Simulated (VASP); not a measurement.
# ErC3 (Fm-3m) in VASP: relaxation of cell and atoms with PBE

Aim: the relaxation of cell and atoms of ErC3 with PBE.

Everything below comes from runs of VASP 6.6.1. Logs are shortened: lines on timing, memory, paths and dates and some standing lists are left out, and cuts for length are marked.

## Step 1: The cell of the first run

The structure is cubic, space group Fm-3m (No. 225). The conventional cell has a = 6.427 Å, b = 6.427 Å, c = 6.427 Å, α = 90.00°, β = 90.00°, γ = 90.00°. Er (site symmetry m-3m) has 14 C at 2.78 to 3.21 Å within 3.7 Å. Within 3.7 Å of C (site symmetry -43m) lie 4 Er at 2.78 Å and 10 C at 2.78 to 3.21 Å. Within 3.7 Å of C (site symmetry m-3m) lie 8 C at 2.78 Å and 6 Er at 3.21 Å.

The cell was built from a structure type or drawn by symmetry, and may not be a known phase.

## Step 2: Relaxation of cell and atoms, PBE

Input file INCAR:

```
  PREC = Accurate
  ENCUT = 600
  EDIFF = 1E-7
  ISMEAR = 0
  SIGMA = 0.2
  LREAL = False
  LASPH = True
  NELM = 200
  ALGO = Normal
  ISIF = 3
  LWAVE = False
  LCHARG = False
  GGA = PE
  IBRION = 2
  NSW = 36
  EDIFFG = -0.08
  GGA_COMPAT = False
  NELMIN = 4
  LMAXMIX = 6
```

Input file KPOINTS:

```
Automatic mesh
0
Gamma
  5 5 5
```

Input file POSCAR:

```
ErC3
1.0
    0.0000000000      3.2133934300      3.2133934300
    3.2133934300      0.0000000000      3.2133934300
    3.2133934300      3.2133934300      0.0000000000
Er C
1 3
Direct
    0.0000000000      0.0000000000      0.0000000000
    0.7500000000      0.7500000000      0.7500000000
    0.2500000000      0.2500000000      0.2500000000
    0.5000000000      0.5000000000      0.5000000000
```

Potentials or basis: VASP PAW PBE potentials, release 64 (Er_3, C), 4f in core.

The run is started by

```
$ cat potpaw_PBE.64/Er_3/POTCAR potpaw_PBE.64/C/POTCAR > POTCAR
$ mpirun -np 1 vasp_std > vasp.out
```

OUTCAR:

```text
PREC = Accurate
   ENCUT = 600
   EDIFF = 1E-7
   ISMEAR = 0
   LREAL = False
   LASPH = True
   NELM = 200
   ISIF = 3
   GGA = PE
   IBRION = 2
   NSW = 36
   EDIFFG = -0.08
   NELMIN = 4

 ion  position               nearest neighbor table
   1  0.000  0.000  0.000-   2 2.78   2 2.78   2 2.78   2 2.78   3 2.78   3 2.78   3 2.78   3 2.78

   2  0.750  0.750  0.750-   1 2.78   1 2.78   1 2.78   1 2.78
   3  0.250  0.250  0.250-   1 2.78   1 2.78   1 2.78   1 2.78
   4  0.500  0.500  0.500-

  LATTYP: Found a face centered cubic cell.
 ALAT       =     6.4267868600

  Lattice vectors:

 A1 = (   0.0000000000,   3.2133934300,   3.2133934300)
 A2 = (   3.2133934300,   0.0000000000,   3.2133934300)
 A3 = (   3.2133934300,   3.2133934300,   0.0000000000)

Analysis of symmetry for initial positions (statically):
=====================================================================
 Subroutine PRICEL returns:
 Original cell was already a primitive cell.

 Routine SETGRP: Setting up the symmetry group for a
 face centered cubic supercell.

 Subroutine GETGRP returns: Found 48 space group operations
 (whereof 48 operations were pure point group operations)
 out of a pool of 48 trial point group operations.

The static configuration has the point symmetry O_h .

Analysis of symmetry for dynamics (positions and initial velocities):
=====================================================================
 Subroutine PRICEL returns:
 Original cell was already a primitive cell.

 Routine SETGRP: Setting up the symmetry group for a
 face centered cubic supercell.

 Subroutine GETGRP returns: Found 48 space group operations
 (whereof 48 operations were pure point group operations)
 out of a pool of 48 trial point group operations.

The dynamic configuration has the point symmetry O_h .

 Subroutine INISYM returns: Found 48 space group operations
 (whereof 48 operations are pure point group operations),
 and found     1 'primitive' translations

----------------------------------------------------------------------------------------

                                     Primitive cell

  volume of cell :      66.3623
[... 322 lines left out ...]
     3.213393430  0.000000000  3.213393430     0.155598750 -0.155598750  0.155598750
     3.213393430  3.213393430  0.000000000     0.155598750  0.155598750 -0.155598750

 POSITION                                       TOTAL-FORCE (eV/Angst)
 -----------------------------------------------------------------------------------
      0.00000      0.00000      0.00000        -0.000000     -0.000000     -0.000000
      4.82009      4.82009      4.82009         0.000000      0.000000      0.000000
      1.60670      1.60670      1.60670        -0.000000     -0.000000     -0.000000
      3.21339      3.21339      3.21339        -0.000000     -0.000000     -0.000000
 -----------------------------------------------------------------------------------
    total drift:                               -0.000000      0.000000      0.000000

  FREE ENERGIE OF THE ION-ELECTRON SYSTEM (eV)
  ---------------------------------------------------
  free  energy   TOTEN  =       -20.6659289269 eV

  energy  without entropy=      -20.6198704335  energy(sigma->0) =      -20.64289968

--------------------------------------- Ionic step        2  -------------------------------------------

 number of electron      21.0000000 magnetization

 Free energy of the ion-electron system (eV)
  ---------------------------------------------------
  ext. energy  EPLUGINS =         0.00000000
  ---------------------------------------------------
  free energy    TOTEN  =       -22.82365618 eV

  energy without entropy =      -22.75843156  energy(sigma->0) =      -22.79104387

 E-fermi :   4.8237     XC(G=0): -11.8177

 val. band max:        4.7794171331   @ k =  -0.4000   0.2000   0.0000
 cond. band min:       4.9056803709   @ k =   0.4000   0.2000   0.0000
 fundamental gap:      0.1262632378
 Fermi energy:         4.8236562142

 k-point     1 :       0.0000    0.0000    0.0000
  band No.  band energies     occupation
      1     -18.3857      2.00000
      2     -18.3857      2.00000
      3     -18.3857      2.00000
      4      -8.8282      2.00000
      5      -2.2839      2.00000
      6      -0.4366      2.00000
      7       1.1691      2.00000
      8       1.1691      2.00000
      9       1.1691      2.00000
     10       3.1817      2.00000
     11       3.1817      2.00000
     12       3.1817      2.00000
     13       7.9234      0.00000
     14       7.9234      0.00000
[... 139 lines left out ...]
      1     -18.6546      2.00000
      2     -18.5648      2.00000
      3     -18.4820      2.00000
      4      -5.7816      2.00000
      5      -4.5036      2.00000
      6      -4.2413      2.00000
      7      -0.0335      2.00000
      8       2.0918      2.00000
      9       3.0424      2.00000
     10       4.4123      1.99637
     11       5.2688      0.00165
     12       5.9246      0.00000
     13       6.9703      0.00000
     14       7.4038      0.00000

------------------------ aborting loop because EDIFF is reached ----------------------------------------

  FORCE on cell =-STRESS in cart. coord.  units (eV):
  Direction    XX          YY          ZZ          XY          YZ          ZX
  --------------------------------------------------------------------------------------
  -------------------------------------------------------------------------------------
  Total       -0.0296719     -0.0296719     -0.0296719     -0.0000000     -0.0000000      0.0000000
  in kB       -1.0505244     -1.0505244     -1.0505244     -0.0000000     -0.0000000      0.0000000
  external PRESSURE =      -1.0505244 kB  Pullay stress =       0.0000000 kB

 VOLUME and BASIS-vectors are now :
 -----------------------------------------------------------------------------
  energy-cutoff  :      600.00
  volume of cell :       45.25
      direct lattice vectors                 reciprocal lattice vectors
     0.000000000  2.828393474  2.828393474    -0.176778799  0.176778799  0.176778799
     2.828393474  0.000000000  2.828393474     0.176778799 -0.176778799  0.176778799
     2.828393474  2.828393474 -0.000000000     0.176778799  0.176778799 -0.176778799

 POSITION                                       TOTAL-FORCE (eV/Angst)
 -----------------------------------------------------------------------------------
      5.65679      5.65679      5.65679        -0.000000      0.000000     -0.000000
      4.24259      4.24259      4.24259         0.000000      0.000000      0.000000
      1.41420      1.41420      1.41420        -0.000000     -0.000000     -0.000000
      2.82839      2.82839      2.82839        -0.000000      0.000000      0.000000
 -----------------------------------------------------------------------------------
    total drift:                                0.000000      0.000000      0.000000

  FREE ENERGIE OF THE ION-ELECTRON SYSTEM (eV)
  ---------------------------------------------------
  free  energy   TOTEN  =       -22.8236561833 eV

  energy  without entropy=      -22.7584315638  energy(sigma->0) =      -22.79104387

 reached required accuracy - stopping structural energy minimisation
```

Wall time 23 s (1 thread of AMD EPYC 9R45 (Zen 5), shared host); peak memory 0.19 GiB.

What came out:

```yaml
Free_energy: -22.8237 eV
Relaxed_volume: 11.31 Å³/atom
Relaxed_cell: a = 4.000 Å, b = 4.000 Å, c = 4.000 Å, α = 60.00°, β = 60.00°, γ = 60.00°
Space_group_after_relaxing_to_0.1_Å: Fm-3m (No. 225)
Energy_gained_by_relaxing: 539.4 meV/atom
Ionic_steps: 2
Pressure_after_relaxing: -0.1 GPa
Band_gap_on_the_k_mesh: zero (an odd number of electrons rules out a gap without spin polarisation)
```

The path:
| step | energy change (eV) | largest force (eV/Å) | pressure (GPa) | volume (Å³) |
| --- | --- | --- | --- | --- |
| 1 | 0.0000 | 0.0000 | -23.98 | 66.36 |
| 2 | -2.1577 | 0.0000 | -0.11 | 45.25 |

Final structure:
```
Er C
1.0
     0.00000    2.82839    2.82839
     2.82839    0.00000    2.82839
     2.82839    2.82839    0.00000
Er C
1 3
Cartesian
  5.6568 5.6568 5.6568
  4.2426 4.2426 4.2426
  1.4142 1.4142 1.4142
  2.8284 2.8284 2.8284
```

Levels at points of the mesh, in eV from the Fermi level:
```
           k point  band 7  band 8  band 9  band 10  band 11  band 12  band 13  band 14
(0.00, 0.00, 0.00)   -3.65   -3.65   -3.65    -1.64    -1.64    -1.64     3.10     3.10
```

Caveat: the volume moved by over 15 % at a fixed basis, so the end points are rough; spin-orbit coupling is left out, which moves the levels of the heavy elements; the 4f electrons are frozen in the core, so they carry no moment and show no levels. Spin polarisation is off, so any magnetic state and its effect on volume and gap are missing.
